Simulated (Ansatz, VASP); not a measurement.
# CuI: VASP beside Ansatz

```
CELL_PARAMETERS angstrom
0.00000 2.98260 3.13173
2.98260 0.00000 3.13173
2.98260 2.98260 0.00000
ATOMIC_POSITIONS crystal
Cu 0.75000 0.75000 0.75000
I 0.00000 0.00000 0.00000
```

Alike in both runs: task single point; functional r2SCAN; k mesh 8 × 8 × 8; occupations gaussian, width 0.05 eV; no spin polarisation.

|  | VASP | Ansatz |
| --- | --- | --- |
| version | VASP 6.6.1 | Ansatz 0.2.0 |
| potentials or method | VASP PAW PBE potentials, release 64 (Cu, I), cutoff 520 eV | scalar-relativistic, plane waves, PAW |
| valence electrons in the cell | 18 | 36 |

Ansatz gave:

```
gap on the k mesh at the Fermi level (eV)                     : 1.58
least direct gap on the mesh (eV)                             : 1.58
pressure (GPa)                                                : -0.8
traceless stress, the component that is largest in VASP (GPa) : -0.65
```

**Question.** Which values does VASP return?

**Answer.** gap on the k mesh at the Fermi level (eV): 1.58; least direct gap on the mesh (eV): 1.58; pressure (GPa): -0.9; traceless stress, the component that is largest in VASP (GPa): -0.65.

VASP's potentials were made for PBE, not for r2SCAN. VASP's potentials hold 18 valence electrons a cell and Ansatz's 36, so a difference there can come from the potentials and not from the codes.

Neither program's run includes spin-orbit coupling.
